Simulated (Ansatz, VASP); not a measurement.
**Two plane-wave programs on AlNi3**

```
Al Ni
1.0
     3.52305    0.00000    0.00000
     0.00000    3.52305    0.00000
     0.00000    0.00000    3.52305
Al Ni
1 3
Direct
  0.00000 0.00000 0.00000
  0.00000 0.50000 0.50000
  0.50000 0.00000 0.50000
  0.50000 0.50000 0.00000
```

Alike in both runs: task single point; functional PBE; k mesh 6 × 6 × 6; occupations gaussian, width 0.1 eV; collinear spin.

|  | VASP | Ansatz |
| --- | --- | --- |
| version | VASP 6.6.1 | Ansatz 0.2.0 |
| potentials or method | VASP PAW PBE potentials, release 64 (Al, Ni), cutoff 520 eV | scalar-relativistic, plane waves, PAW |
| valence electrons in the cell | 33 | 57 |

|  | VASP | Ansatz | Ansatz less VASP |
| --- | --- | --- | --- |
| gap on the k mesh at the Fermi level (eV) | none | none | - |
| pressure (GPa) | 7.3 | 7.4 | +0.03 |
| net moment per atom (μB) | 0.18 | 0.18 | +0.002 |
| size of the moment on the site where the two differ most (μB) | 0.26 | 0.27 | +0.016 |

Site moments also hang on the region over which each program counts them. A gap of «none» marks a metal or a gap that the smearing closes. VASP's potentials hold 33 valence electrons a cell and Ansatz's 57, so a difference there can come from the potentials and not from the codes. Ansatz's warnings: seeded moment not kept.
